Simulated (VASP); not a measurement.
A run of VASP 6.6.1 is set up as follows.

Contents of INCAR:

```
  PREC = Accurate
  ENCUT = 520
  EDIFF = 1E-7
  ISMEAR = 0
  SIGMA = 0.01
  LREAL = False
  LASPH = True
  NELM = 80
  ALGO = Normal
  ISIF = 2
  LWAVE = False
  LCHARG = False
  GGA = PE
  NBANDS = 20
```

KPOINTS

```
regular mesh
0
Gamma
  12 12 4
```

POSCAR

```
SnSe2
1.0
    3.8251493256      0.0000000000      0.0000000000
   -1.9125746628      3.3126764893      0.0000000000
    0.0000000000      0.0000000000      6.2270790514
Sn Se
1 2
Direct
    0.0000000000      0.0000000000      0.0000000000
    0.3333333333      0.6666666667      0.2530782242
    0.6666666667      0.3333333333      0.7469217758
```

Potentials or basis: VASP PAW PBE potentials, release 64 (Sn_d, Se).

The run is started by

```sh
$ cat potpaw_PBE.64/Sn_d/POTCAR potpaw_PBE.64/Se/POTCAR > POTCAR
$ mpirun -np 1 vasp_std > vasp.out
```

(1) Predict the band gap on the k mesh.

(2) Predict the largest force.

(3) What does it give for the pressure?

## Answers

(1) 0.74 eV, indirect (least direct gap 1.12 eV).

(2) 0.275 eV/Å.

(3) 3.0 GPa.

Caveat: spin-orbit coupling is left out, which moves the levels of the heavy elements; this functional lacks dispersion, which binds the layers, so the pressure and a relaxed spacing across them are unreliable.
